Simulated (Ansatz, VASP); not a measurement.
# One calculation of Pd, two programs

```
Pd
1.0
    -1.49367    1.49367    1.57228
     1.49367   -1.49367    1.57228
     1.49367    1.49367   -1.57228
Pd
1
Direct
  0.00000 0.00000 0.00000
```

Change from the starting cell: strain -0.050 along x and y, +0.000 along z, atoms carried along.

Alike in both runs: task single point; functional PBEsol; k mesh 22 × 22 × 22; occupations gaussian, width 0.15 eV; no spin polarisation.

```csv
,VASP,Ansatz
version,VASP 6.6.1,Ansatz 0.2.0
potentials or method,"VASP PAW PBE potentials, release 64 (Pd), cutoff 520 eV","scalar-relativistic, plane waves, PAW"
valence electrons in the cell,10,18
```

```tsv
	VASP	Ansatz	Ansatz less VASP
gap on the k mesh at the Fermi level (eV)	none	none	-
pressure (GPa)	9.5	9.9	+0.44
traceless stress, the component that is largest in VASP (GPa)	1.44	1.46	+0.015
```

VASP's potentials were made for PBE, not for PBEsol. A gap of «none» marks a metal or a gap that the smearing closes. VASP's potentials hold 10 valence electrons a cell and Ansatz's 18, so a difference there can come from the potentials and not from the codes.
